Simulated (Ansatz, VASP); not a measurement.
# MoRu5: VASP beside Ansatz

```
Mo Ru
1.0
     4.71607    0.00000    0.00000
    -2.35803    4.08423    0.00000
     0.00000    0.00000    4.40480
Mo Ru
1 5
Cartesian
  0.0000 0.0000 0.0000
  0.0000 2.7228 0.0000
  2.3580 1.3614 0.0000
  1.5720 2.7228 2.2024
  1.5720 0.0000 2.2024
  -0.7860 1.3614 2.2024
```

Alike in both runs: task single point; functional PBE; k mesh 6 × 6 × 4; occupations gaussian, width 0.1 eV; no spin polarisation.

```csv
,VASP,Ansatz
version,VASP 6.6.1,Ansatz 0.2.0
potentials or method,"VASP PAW PBE potentials, release 64 (Mo_sv, Ru_pv), cutoff 520 eV","scalar-relativistic, plane waves, PAW"
valence electrons in the cell,84,94
```

|  | VASP | Ansatz | Ansatz less VASP |
| --- | --- | --- | --- |
| gap on the k mesh at the Fermi level (eV) | none | none | - |
| pressure (GPa) | -1.4 | -1.4 | -0.05 |
| traceless stress, the component that is largest in VASP (GPa) | -8.03 | -8.04 | -0.012 |
| rms of the force components (eV/Å) | 0.161 | 0.158 | -0.0031 |

Atom by atom the forces differ by 0.003 eV/Å (rms over components). A gap of «none» marks a metal or a gap that the smearing closes. The functional is the same, so the differences come from potentials, cutoffs and numerics. VASP's potentials hold 84 valence electrons a cell and Ansatz's 94, so a difference there can come from the potentials and not from the codes.
